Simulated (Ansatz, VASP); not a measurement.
## Two plane-wave programs on BeS

File POSCAR:

```
BeS
1.0
    0.0000000000      2.4343066148      2.4343066148
    2.4343066148      0.0000000000      2.4343066148
    2.4343066148      2.4343066148      0.0000000000
Be S
1 1
Direct
    0.0000000000      0.0000000000      0.0000000000
    0.2500000000      0.2500000000      0.2500000000
```

The input INCAR.step1:

```
ALGO = Normal
EDIFF = 1E-5
ENCUT = 520
GGA = PE
ISIF = 2
ISMEAR = 0
LASPH = True
LCHARG = False
LREAL = False
LWAVE = True
NBANDS = 11
NELM = 100
PREC = Accurate
SIGMA = 0.01
```

File INCAR.step2:

```
AEXX = 1.0
AGGAC = 0.0
ALDAC = 0.0
ALGO = Normal
EDIFF = 1E-7
ENCUT = 520
GGA = PE
ISIF = 2
ISMEAR = 0
ISTART = 1
LASPH = True
LCHARG = False
LHFCALC = True
LREAL = False
LWAVE = False
NBANDS = 11
NELM = 100
PREC = Accurate
PRECFOCK = Normal
SIGMA = 0.01
```

The input KPOINTS:

```
k-points
0
Gamma
  6 6 6
```

Input for Ansatz:

```yaml
crystal:
  lattice:
    - [0.0, 2.4343066148, 2.4343066148]
    - [2.4343066148, 0.0, 2.4343066148]
    - [2.4343066148, 2.4343066148, 0.0]
  atoms:
    - { symbol: Be, position: [0.0, 0.0, 0.0] }
    - { symbol: S, position: [0.25, 0.25, 0.25] }
kpoints:
  mp_grid: { grid: [6, 6, 6] }
  band_path:
    path:
      - [0.0, 0.0, 0.0]
      - [-0.5, -0.5, 0.0]
      - [-0.375, -0.375, 0.25]
      - [-0.375, 0.0, 0.375]
      - [0.0, 0.0, 0.5]
      - [-0.5, -0.25, 0.25]
      - [0.0, 0.5, 0.5]
      - [-0.0375, 0.0, 0.0375]
    npoints: 1
hamiltonian:
  xc: hf
scf:
  occupations: { method: fixed }
  n_extra_bands: 4
output:
  forces: true
  stress: true
  eigenvalues: true
```

Alike in both runs: task single point; functional HF; k mesh 6 × 6 × 6; no spin polarisation.

|  | VASP | Ansatz |
| --- | --- | --- |
| version | VASP 6.6.1 | Ansatz 0.2.0 |
| potentials or method | VASP PAW PBE potentials, release 64 (Be, S) | plane waves, PAW |
| plane-wave cutoff (eV) | 520 | 420 |
| occupations | gaussian, width 0.01 eV | fixed |
| valence electrons in the cell | 8 | 8 |

```csv
,VASP,Ansatz,Ansatz less VASP
gap on the k mesh at the Fermi level (eV),10.50,10.47,-0.023
pressure (GPa),4.1,5.0,+0.81
```

VASP's potentials were made for PBE, not for HF. Ansatz's warnings: stress exchange threshold loose, stress scf threshold loose.
